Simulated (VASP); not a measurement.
Write the native input for VASP 6.6.1 that does the following.

```yaml
Task: relaxation of cell and atoms
Functional: PBE
Potentials_or_basis: VASP PAW PBE potentials, release 64 (Pr_3, Be, Si), 4f in core
Cutoff: 600 eV
k_mesh: 4 × 4 × 4
Occupations: gaussian, width 0.2 eV
Spin: no spin polarisation
Dipole_correction: no
Further_INCAR_settings: ALGO = Normal; EDIFF = 1e-07; IBRION = 2; EDIFFG = -0.08; NSW = 36; ISIF = 3
```

The structure of PrBe3Si lies in POSCAR:

```
PrBe3Si
1.0
    2.7848422600     -2.8226578200      0.0000000000
    2.7848422600      2.8226578200      0.0000000000
    0.0000000000      0.0000000000      3.7365327800
Pr Be Si
1 3 1
Direct
    0.0000000000      0.0000000000      0.5000000000
    0.5000000000      0.0000000000      0.0000000000
    0.0000000000      0.5000000000      0.0000000000
    0.5000000000      0.5000000000      0.5000000000
    0.5000000000      0.5000000000      0.0000000000
```

The cell was generated, and may not be a known phase.

One way to write it, as run:

INCAR

```
PREC = Accurate
ENCUT = 600
EDIFF = 1E-7
ISMEAR = 0
SIGMA = 0.2
LREAL = False
LASPH = True
NELM = 200
ALGO = Normal
ISIF = 3
LWAVE = False
LCHARG = False
GGA = PE
IBRION = 2
NSW = 36
EDIFFG = -0.08
GGA_COMPAT = False
NELMIN = 4
LMAXMIX = 6
```

KPOINTS

```
Automatic mesh
0
Gamma
  4 4 4
```

Potentials or basis: VASP PAW PBE potentials, release 64 (Pr_3, Be, Si), 4f in core.

Run with:

```console
$ cat potpaw_PBE.64/Pr_3/POTCAR potpaw_PBE.64/Be/POTCAR potpaw_PBE.64/Si/POTCAR > POTCAR
$ mpirun -np 1 vasp_std > vasp.out
```

Results of the run:

The relaxed volume is 16.13 Å³/atom and the relaxed cell is a = 4.373 Å, b = 4.373 Å, c = 4.304 Å, α = 90.00°, β = 90.00°, γ = 101.54°. The space group after relaxing (to 0.1 Å) is Cmmm (No. 65). The energy gained by relaxing is 478.6 meV/atom. The ionic steps are 23 and the pressure after relaxing is 0.1 GPa. The band gap on the k mesh is zero (an odd number of electrons rules out a gap without spin polarisation).

Caveat: the k points lie up to 0.37 Å⁻¹ apart in the final cell, too coarse for converged energies and pressures of a metal; the volume moved by over 15 % at a fixed basis, so the end points are rough; spin-orbit coupling is left out, which moves the levels of the heavy elements; the 4f electrons are frozen in the core, so they carry no moment and show no levels.

It took 2.9 min on 1 thread of Intel(R) Xeon(R) 6975P-C (Granite Rapids), on a shared host, peak memory 0.2 GiB.
